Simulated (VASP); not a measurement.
The system is TiO2.

```
Ti O
1.0
     0.00000    2.39683    2.39683
     2.39683    0.00000    2.39683
     2.39683    2.39683    0.00000
Ti O
1 2
Cartesian
  0.0000 0.0000 0.0000
  1.1984 1.1984 1.1984
  3.5952 3.5952 3.5952
```

Base run:

| Quantity | Value |
| --- | --- |
| Program | VASP 6.6.1 |
| Functional | r2SCAN |
| Potentials or basis | VASP PAW PBE potentials, release 64 (Ti_sv, O) |
| Cutoff | 520 eV |
| k mesh | 6 × 6 × 6 |
| Occupations | gaussian, width 0.01 eV |
| Spin | no spin polarisation |

Its results: band gap on the k mesh 1.54 eV (least direct gap 2.24 eV); pressure 1.5 GPa.

Problem. The run is repeated on the same cell with these changes: k mesh from 6 × 6 × 6 to 2 × 2 × 2; further incar settings from ALGO = Normal; EDIFF = 1e-07; NBANDS = 19 to ALGO = Normal; EDIFF = 1e-06; NBANDS = 19. What comes out?

Solution. Band gap on the k mesh 1.10 eV (least direct gap 1.78 eV); pressure 5.5 GPa.

Caveats: some runs use coarse meshes; the structure was generated, so it needn't be the stable form of TiO2; the PAW data sets were made with another functional, which shifts forces and pressure a little.

A k mesh can miss the band edges.
